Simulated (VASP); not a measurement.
**Te2Mo: single point with PBE**

**What was measured.**

From “Broadband infrared study of pressure-tunable Fano resonance and metallization transition in 2H-MoTe2”, 2022, pmc:9569381, for a bulk crystal of Te2Mo at 300 K: band gap 0.88 ± 0.05 eV (indirect).

Crystal: Te2Mo.

```
Te Mo
1.0
     3.51820    0.00000    0.00000
    -1.75910    3.04685    0.00000
     0.00000    0.00000   13.97360
Te Mo
4 2
Cartesian
  0.0000 2.0312 8.6776
  1.7591 1.0156 1.6908
  0.0000 2.0312 12.2828
  1.7591 1.0156 5.2960
  0.0000 2.0312 3.4934
  1.7591 1.0156 10.4802
```

| Property | Result |
| --- | --- |
| Program | VASP 6.6.1 |
| Task | single point |
| Functional | PBE |
| Potentials or basis | VASP PAW PBE potentials, release 64 (Te, Mo_sv) |
| Cutoff | 520 eV |
| k mesh | 12 × 12 × 2 |
| Occupations | gaussian, width 0.05 eV |
| Spin | no spin polarisation |
| Dipole correction | no |
| Further INCAR settings | ALGO = Normal; EDIFF = 1e-06; NBANDS = 35 |

```
Pressure               : 2.9 GPa
Largest force          : 0.189 eV/Å
Band gap on the k mesh : 0.75 eV, indirect (least direct gap 1.04 eV)
```

Forces on the atoms (eV/Å):
```
Te   0.000  0.000 -0.189
Te   0.000  0.000 -0.189
Te   0.000  0.000  0.189
Te   0.000  0.000  0.189
Mo   0.000  0.000  0.000
Mo   0.000  0.000  0.000
```

Stress tensor (GPa, compression positive):
```
2.68 0.00 0.00
0.00 2.68 0.00
0.00 0.00 3.45
```

Levels at points of the mesh, in eV from the valence-band top:
| k point | band 23 | band 24 | band 25 | band 26 | band 27 | band 28 | band 29 | band 30 |
| --- | --- | --- | --- | --- | --- | --- | --- | --- |
| (0.00, 0.00, 0.00) | -1.03 | -1.03 | -0.32 | 0.00 | 2.90 | 2.90 | 3.03 | 3.03 |
| (0.50, 0.00, 0.00) | -1.02 | -0.96 | -0.61 | -0.32 | 1.26 | 1.32 | 1.45 | 1.78 |
| (0.00, 0.00, 0.50) | -1.04 | -1.04 | -0.08 | -0.08 | 2.94 | 2.94 | 2.94 | 2.94 |
| (0.50, 0.00, 0.50) | -0.97 | -0.97 | -0.47 | -0.47 | 1.28 | 1.28 | 1.64 | 1.64 |

Run time: 4.1 min on 1 thread of Intel Xeon 6975P-C, on a shared host, peak memory 0.38 GiB.

A measured gap of Te2Mo is 0.88 eV (indirect; 300 K; quoted in “Broadband infrared study of pressure-tunable Fano resonance and metallization transition in 2H-MoTe2”, 2022, pmc:9569381); the calculated 0.75 eV misses it by -0.13 eV. Spin-orbit coupling on Mo, Te is left out. The value is that of PBE on a finite k mesh, which can miss the band edges, without temperature or zero-point motion. Semilocal functionals fall short of measured gaps as a rule.

Caveat: spin-orbit coupling is left out, which moves the levels of the heavy elements; this functional lacks dispersion, which binds the layers, so the pressure and a relaxed spacing across them are unreliable.
